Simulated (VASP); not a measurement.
# B5N (P6/mmm) in VASP: a series of runs, part 3 of 3

VASP 6.6.1. The steps go on from the part before.

## 5. Single point, PBE, collinear spin, ferromagnetic start

File INCAR:

```
ALGO = Normal
EDIFF = 1E-6
ENCUT = 520
GGA = PE
ISIF = 2
ISMEAR = 0
ISPIN = 2
LASPH = T
LCHARG = F
LORBIT = 11
LREAL = F
LWAVE = F
MAGMOM = 0 0 0 0 0 1
NBANDS = 23
NELM = 150
PREC = Accurate
SIGMA = 0.1
```

File KPOINTS:

```
k-points
0
Gamma
  6 6 6
```

File POSCAR:

```
B5N
1.0
    4.0372669315      0.0000000000      0.0000000000
   -2.0186334658      3.4963757246      0.0000000000
    0.0000000000      0.0000000000      2.9016474500
B N
5 1
Direct
    0.3333333333      0.6666666667      0.0000000000
    0.6666666667      0.3333333333      0.0000000000
    0.5000000000      0.0000000000      0.5000000000
    0.5000000000      0.5000000000      0.5000000000
    0.0000000000      0.5000000000      0.5000000000
    0.0000000000      0.0000000000      0.0000000000
```

Potentials or basis: VASP PAW PBE potentials, release 64 (B, N).

Started as:

```bash
cat potpaw_PBE.64/B/POTCAR potpaw_PBE.64/N/POTCAR > POTCAR
mpirun -np 1 vasp_std > vasp.out
```

OUTCAR:

```text
EDIFF = 1E-6
   ENCUT = 520
   GGA = PE
   ISIF = 2
   ISMEAR = 0
   ISPIN = 2
   LASPH = T
   LORBIT = 11
   LREAL = F
   NELM = 150
   PREC = Accurate

 ion  position               nearest neighbor table
   1  0.333  0.667  0.000-   5 1.86   5 1.86   3 1.86   3 1.86   4 1.86   4 1.86
   2  0.667  0.333  0.000-   5 1.86   5 1.86   3 1.86   3 1.86   4 1.86   4 1.86
   3  0.500  0.000  0.500-   1 1.86   2 1.86   1 1.86   2 1.86   5 2.02   5 2.02   4 2.02   4 2.02

   4  0.500  0.500  0.500-   1 1.86   2 1.86   1 1.86   2 1.86   5 2.02   5 2.02   3 2.02   3 2.02

   5  0.000  0.500  0.500-   1 1.86   2 1.86   1 1.86   2 1.86   4 2.02   4 2.02   3 2.02   3 2.02

   6  0.000  0.000  0.000-

  LATTYP: Found a hexagonal cell.
 ALAT       =     4.0372669315
 C/A-ratio  =     0.7187157796

  Lattice vectors:

[... 1420 lines left out ...]
  Direction    XX          YY          ZZ          XY          YZ          ZX
  --------------------------------------------------------------------------------------
  -------------------------------------------------------------------------------------
  Total        0.2260623      0.2260623     -0.1241839     -0.0000000      0.0000000      0.0000000
  in kB        8.8427743      8.8427743     -4.8576437     -0.0000000      0.0000000      0.0000000
  external PRESSURE =       4.2759683 kB  Pullay stress =       0.0000000 kB

 VOLUME and BASIS-vectors are now :
 -----------------------------------------------------------------------------
  energy-cutoff  :      520.00
  volume of cell :       40.96
      direct lattice vectors                 reciprocal lattice vectors
     4.037266931  0.000000000  0.000000000     0.247692317  0.143005226  0.000000000
    -2.018633466  3.496375725  0.000000000     0.000000000  0.286010452  0.000000000
     0.000000000  0.000000000  2.901647450     0.000000000  0.000000000  0.344631806

 POSITION                                       TOTAL-FORCE (eV/Angst)
 -----------------------------------------------------------------------------------
     -0.00000      2.33092      0.00000        -0.000000      0.000000      0.000000
      2.01863      1.16546      0.00000         0.000000     -0.000000      0.000000
      2.01863      0.00000      1.45082        -0.000000      0.000000      0.000000
      1.00932      1.74819      1.45082        -0.000000      0.000000      0.000000
     -1.00932      1.74819      1.45082        -0.000000      0.000000      0.000000
      0.00000      0.00000      0.00000        -0.000000      0.000000      0.000000
 -----------------------------------------------------------------------------------
    total drift:                                0.000000      0.000000      0.000000

  FREE ENERGIE OF THE ION-ELECTRON SYSTEM (eV)
  ---------------------------------------------------
  free  energy   TOTEN  =       -31.1487133031 eV

  energy  without entropy=      -31.1409205751  energy(sigma->0) =      -31.14481694

 total charge

# of ion       s       p       d       tot
------------------------------------------
    1        0.684   1.133   0.000   1.817
    2        0.684   1.133   0.000   1.817
    3        0.682   1.094   0.000   1.776
    4        0.682   1.094   0.000   1.776
    5        0.682   1.094   0.000   1.776
    6        1.396   2.021   0.000   3.417
--------------------------------------------------
tot          4.811   7.568   0.000  12.379

 magnetization (x)

# of ion       s       p       d       tot
------------------------------------------
    1        0.004   0.002   0.000   0.006
    2        0.004   0.002   0.000   0.006
    3        0.006  -0.003   0.000   0.003
    4        0.006  -0.003   0.000   0.003
    5        0.006  -0.003   0.000   0.003
    6        0.009   0.413   0.000   0.422
--------------------------------------------------
tot          0.036   0.408   0.000   0.444
```

OSZICAR:

```text
N       E                     dE             d eps       ncg     rms          rms(c)
DAV:   1     0.321380121646E+02    0.32138E+02   -0.89782E+03  2576   0.791E+02
DAV:   2    -0.295229167328E+02   -0.61661E+02   -0.58133E+02  3294   0.167E+02
DAV:   3    -0.316005518671E+02   -0.20776E+01   -0.20404E+01  3214   0.238E+01
DAV:   4    -0.316079460727E+02   -0.73942E-02   -0.73905E-02  2887   0.139E+00
DAV:   5    -0.316079726065E+02   -0.26534E-04   -0.26533E-04  3181   0.720E-02    0.510E+00
DAV:   6    -0.314261881733E+02    0.18178E+00   -0.32036E+00  3079   0.592E+00    0.456E+00
DAV:   7    -0.311851100938E+02    0.24108E+00   -0.10263E+00  3032   0.389E+00    0.222E+00
DAV:   8    -0.311491958216E+02    0.35914E-01   -0.23850E-01  2905   0.234E+00    0.629E-01
DAV:   9    -0.311485944320E+02    0.60139E-03   -0.12575E-02  3109   0.540E-01    0.286E-01
DAV:  10    -0.311478389382E+02    0.75549E-03   -0.31189E-03  2990   0.300E-01    0.100E-01
DAV:  11    -0.311486905543E+02   -0.85162E-03   -0.12821E-04  2968   0.865E-02    0.283E-02
DAV:  12    -0.311487073948E+02   -0.16840E-04   -0.23811E-05  3130   0.245E-02    0.151E-02
DAV:  13    -0.311487126399E+02   -0.52451E-05   -0.55649E-06  2730   0.115E-02    0.635E-03
DAV:  14    -0.311487133031E+02   -0.66325E-06   -0.10048E-06  1715   0.537E-03
   1 F= -.31148713E+02 E0= -.31144817E+02  d E =-.779273E-02  mag=     0.5663
```

stdout:

```text
POSCAR found type information on POSCAR B N
 POSCAR found :  2 types and       6 ions
 scaLAPACK will be used
 LDA part: xc-table for (Slater+PW92), standard interpolation
 POSCAR, INCAR and KPOINTS ok, starting setup
 FFT: planning ... GRIDC
 FFT: planning ... GRID_SOFT
 FFT: planning ... GRID
 WAVECAR not read
 entering main loop
```

Wall time 68 s (1 thread of Intel Xeon 8259CL, shared host); peak memory 0.18 GiB.

Results:

```yaml
Free_energy: -31.1487 eV
Pressure: 0.4 GPa
Net_moment: 0.57 μB per cell
Site_moments: B +0.01, +0.00; N +0.42 μB
Valence_electrons_inside_the_program's_atomic_spheres: B 1.82, 1.78; N 3.42
```

Caveat: the k points lie up to 0.36 Å⁻¹ apart.

## 6. Single point, PBE, collinear spin, ferromagnetic start

This run uses another cell than the first one, of 8.03 Å³/atom, 1.176 times its volume.

File INCAR:

```
PREC     = Accurate       # precision mode
ENCUT    = 520            # plane-wave cutoff, eV
EDIFF    = 1E-6           # SCF threshold, eV
ISMEAR   = 0              # smearing method
SIGMA    = 0.1            # smearing width, eV
LREAL    = F              # projectors in reciprocal space
LASPH    = T              # aspherical terms in the spheres
NELM     = 150            # most SCF steps
ALGO     = Normal         # electronic algorithm
ISIF     = 2              # what is computed and relaxed
LWAVE    = F              # write WAVECAR
LCHARG   = F              # write CHGCAR
ISPIN    = 2              # spin polarisation
MAGMOM   = 0 0 0 0 0 1    # initial moments
LORBIT   = 11             # projections on sites
GGA      = PE             # functional
NBANDS   = 23             # bands
```

File KPOINTS:

```
regular mesh
0
Gamma
  6 6 6
```

File POSCAR:

```
B5N
1.0
    4.0876513100      0.0000000000      0.0000000000
   -2.0438256500      3.5400098800      0.0000000000
    0.0000000000      0.0000000000      3.3295367900
B N
5 1
Direct
    0.3333333300      0.6666666700      0.0000000000
    0.6666666700      0.3333333300      0.0000000000
    0.5000000000      0.0000000000      0.5000000000
    0.5000000000      0.5000000000      0.5000000000
    0.0000000000      0.5000000000      0.5000000000
    0.0000000000      0.0000000000      0.0000000000
```

Potentials or basis: VASP PAW PBE potentials, release 64 (B, N).

Started as:

```bash
cat potpaw_PBE.64/B/POTCAR potpaw_PBE.64/N/POTCAR > POTCAR
mpirun -np 1 vasp_std > vasp.out
```

Run time: 1.9 min. Hardware: 1 thread of Intel Xeon 8259CL, shared host; peak memory 0.2 GiB.

Results (log left out):

| Quantity | Value |
| --- | --- |
| Free energy | -29.9833 eV |
| Pressure | -29.9 GPa |
| Net moment | 0.15 μB per cell |
| Site moments | B -0.00, +0.00; N +0.11 μB |
| Valence electrons inside the program's atomic spheres | B 1.55, 1.62; N 3.37 |

Stress tensor (GPa, compression positive):
```
-22.71   0.00   0.00
  0.00 -22.71   0.00
  0.00   0.00 -44.34
```

Levels at points of the mesh, in eV from the Fermi level:
Spin up:
| k point | band 7 | band 8 | band 9 | band 10 | band 11 | band 12 | band 13 | band 14 |
| --- | --- | --- | --- | --- | --- | --- | --- | --- |
| (0.00, 0.00, 0.00) | -5.54 | -5.54 | -1.08 | -0.20 | 1.08 | 1.08 | 1.52 | 3.14 |
| (0.50, 0.00, 0.00) | -3.49 | -2.64 | -0.65 | 0.04 | 0.06 | 1.17 | 1.93 | 2.34 |
| (0.00, 0.00, 0.50) | -3.56 | -3.56 | -2.26 | -2.26 | -2.03 | -1.79 | -1.19 | -1.19 |
| (0.50, 0.00, 0.50) | -5.70 | -3.87 | 0.11 | 0.53 | 1.09 | 1.58 | 3.19 | 3.88 |
Spin down:
| k point | band 8 | band 9 | band 10 | band 11 | band 12 | band 13 |
| --- | --- | --- | --- | --- | --- | --- |
| (0.00, 0.00, 0.00) | -5.54 | -1.09 | -0.06 | 1.24 | 1.24 | 1.54 |
| (0.50, 0.00, 0.00) | -2.52 | -0.53 | 0.06 | 0.24 | 1.17 | 2.06 |
| (0.00, 0.00, 0.50) | -3.38 | -2.26 | -2.26 | -2.03 | -1.67 | -1.18 |
| (0.50, 0.00, 0.50) | -3.87 | 0.35 | 0.72 | 1.19 | 1.59 | 3.19 |

## 7. Single point, PBE, collinear spin, ferromagnetic start

This run uses another cell than the first one, of 6.85 Å³/atom, 1.003 times its volume.

File INCAR:

```
SYSTEM = B5N
PREC     = Accurate       ! precision mode
ENCUT    = 520            ! plane-wave cutoff, eV
EDIFF    = 1E-6           ! SCF threshold, eV
ISMEAR   = 0              ! smearing method
SIGMA    = 0.1            ! smearing width, eV
LREAL    = .FALSE.        ! projectors in reciprocal space
LASPH    = .TRUE.         ! aspherical terms in the spheres
NELM     = 150            ! most SCF steps
ALGO     = Normal         ! electronic algorithm
ISIF     = 2              ! what is computed and relaxed
LWAVE    = .FALSE.        ! write WAVECAR
LCHARG   = .TRUE.         ! write CHGCAR
ISPIN    = 2              ! spin polarisation
MAGMOM   = 0 0 0 0 0 0.56 ! initial moments
LORBIT   = 11             ! projections on sites
GGA      = PE             ! functional
LELF     = .TRUE.         ! ELF
LVHAR    = .TRUE.       
NBANDS   = 23             ! bands
```

File KPOINTS:

```
Automatic mesh
0
G
  12 12 14
  0 0 0
```

File POSCAR:

```
B5N
1.0
    4.0441772752      0.0000000000      0.0000000000
   -2.0220886376      3.5023602577      0.0000000000
    0.0000000000      0.0000000000      2.9012735288
B N
5 1
Direct
    0.3333333333      0.6666666667      0.0000000000
    0.6666666667      0.3333333333      0.0000000000
    0.5000000000      0.0000000000      0.5000000000
    0.5000000000      0.5000000000      0.5000000000
    0.0000000000      0.5000000000      0.5000000000
    0.0000000000      0.0000000000      0.0000000000
```

Started as:

```bash
cat potpaw_PBE.64/B/POTCAR potpaw_PBE.64/N/POTCAR > POTCAR
mpirun -np 1 vasp_std > vasp.out
```

It took 7.1 min on 1 thread of Intel Xeon 8259CL, shared host; peak memory 0.31 GiB.

It converged, with:

| Item | Value |
| --- | --- |
| Free energy | -31.1444 eV |
| Pressure | -0.1 GPa |
| Net moment | 0.59 μB per cell |
| Site moments | B +0.01; N +0.42 μB |
| Valence electrons inside the program's atomic spheres | B 1.81, 1.77; N 3.41 |

Stress tensor (GPa, compression positive):
```
-0.13  0.00  0.00
 0.00 -0.13  0.00
 0.00  0.00 -0.01
```

Levels at points of the mesh, in eV from the Fermi level:
Spin up:
```
           k point  band 8  band 9  band 10  band 11  band 12  band 13
(0.00, 0.00, 0.00)   -6.19   -0.08     1.74     1.74     2.16     2.16
(0.50, 0.00, 0.00)   -2.54   -0.48    -0.40    -0.08     1.14     1.64
(0.00, 0.00, 0.50)   -4.03   -2.81    -2.48    -2.48    -1.89    -0.97
(0.50, 0.00, 0.50)   -3.90   -0.13    -0.11     1.16     1.39     3.05
```
Spin down:
| k point | band 7 | band 8 | band 9 | band 10 | band 11 | band 12 |
| --- | --- | --- | --- | --- | --- | --- |
| (0.00, 0.00, 0.00) | -6.73 | -6.09 | 0.70 | 2.16 | 2.21 | 2.34 |
| (0.50, 0.00, 0.00) | -2.79 | -2.12 | -0.09 | 0.11 | 0.25 | 1.54 |
| (0.00, 0.00, 0.50) | -3.46 | -3.46 | -2.50 | -2.50 | -2.21 | -1.87 |
| (0.50, 0.00, 0.50) | -6.42 | -3.90 | 0.56 | 0.70 | 1.44 | 1.66 |

## 8. The runs side by side

| task | spin | cell | k mesh | cutoff (eV) | gap on the mesh (eV) | pressure (GPa) | moment (μB) |
| --- | --- | --- | --- | --- | --- | --- | --- |
| single point | off | a = 4.037, b = 4.037, c = 2.902 Å, angles 90.0, 90.0, 120.0°, 6 atoms | 6 × 6 × 6 | 520 | none | -0.1 | - |
| single point | off | a = 4.088, b = 4.088, c = 3.330 Å, angles 90.0, 90.0, 120.0°, 6 atoms | 6 × 6 × 6 | 520 | none | -30.0 | - |
| relaxation of cell and atoms | off | relaxed from a = 4.088, b = 4.088, c = 3.330 Å, angles 90.0, 90.0, 120.0°, 6 atoms | 6 × 6 × 6 | 600 | - | 0.0 | - |
| single point | collinear, ferromagnetic start | a = 4.037, b = 4.037, c = 2.902 Å, angles 90.0, 90.0, 120.0°, 6 atoms | 6 × 6 × 6 | 520 | none | 0.4 | 0.57 |
| single point | collinear, ferromagnetic start | a = 4.088, b = 4.088, c = 3.330 Å, angles 90.0, 90.0, 120.0°, 6 atoms | 6 × 6 × 6 | 520 | none | -29.9 | 0.15 |
| single point | collinear, ferromagnetic start | a = 4.044, b = 4.044, c = 2.901 Å, angles 90.0, 90.0, 120.0°, 6 atoms | 12 × 12 × 14 | 520 | none | -0.1 | 0.59 |

Alike in all rows: level PBE; potentials or basis VASP PAW PBE potentials, release 64 (B, N); smearing gaussian 0.1 eV.

Caveats: some runs use coarse meshes; the volume moved by over 15 % at a fixed basis, so the end points are rough (some runs); the bands computed are all filled at some k points, so no gap is given (some runs).

Total energies depend on the potentials used, so only differences within one code and one set of settings carry meaning.
